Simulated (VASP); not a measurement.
Input of a VASP 6.6.1 run:

The input INCAR:

```
SYSTEM = KBr
ALGO = Normal ; EDIFF = 1E-6
ENCUT = 520 ; GGA = CA
ISIF = 2 ; ISMEAR = 0
LASPH = .True. ; LCHARG = .True.
LELF = .True. ; LREAL = .False.
LVHAR = .True. ; LWAVE = .False.
NBANDS = 15 ; NELM = 80
PREC = Accurate ; SIGMA = 0.05
```

The input KPOINTS:

```
k-points
0
Gamma
  6 6 6
  0 0 0
```

File POSCAR:

```
KBr
1.0
    0.0000000000      3.3912750000      3.3418875000
    3.3912750000      0.0000000000      3.3418875000
    3.3912750000      3.3912750000      0.0000000000
K Br
1 1
Direct
    0.0000000000      0.0000000000      0.0000000000
    0.5000000000      0.5000000000      0.5000000000
```

Potentials or basis: VASP PAW LDA potentials, release 64 (K_sv, Br).

Command:

```sh
$ cat potpaw_LDA.64/K_sv/POTCAR potpaw_LDA.64/Br/POTCAR > POTCAR
$ mpirun -np 1 vasp_std > vasp.out
```

**Question.** What does it give for the band gap on the k mesh?

**Answer.** 3.87 eV, direct.

**Question.** Predict the pressure.

**Answer.** -2.2 GPa.

Stress tensor (GPa, compression positive):
```
-2.32  0.00  0.00
 0.00 -2.32  0.00
 0.00  0.00 -2.08
```

Caveat: the cell differs from its parent crystal (strain +0.030 along x and y, +0.015 along z).
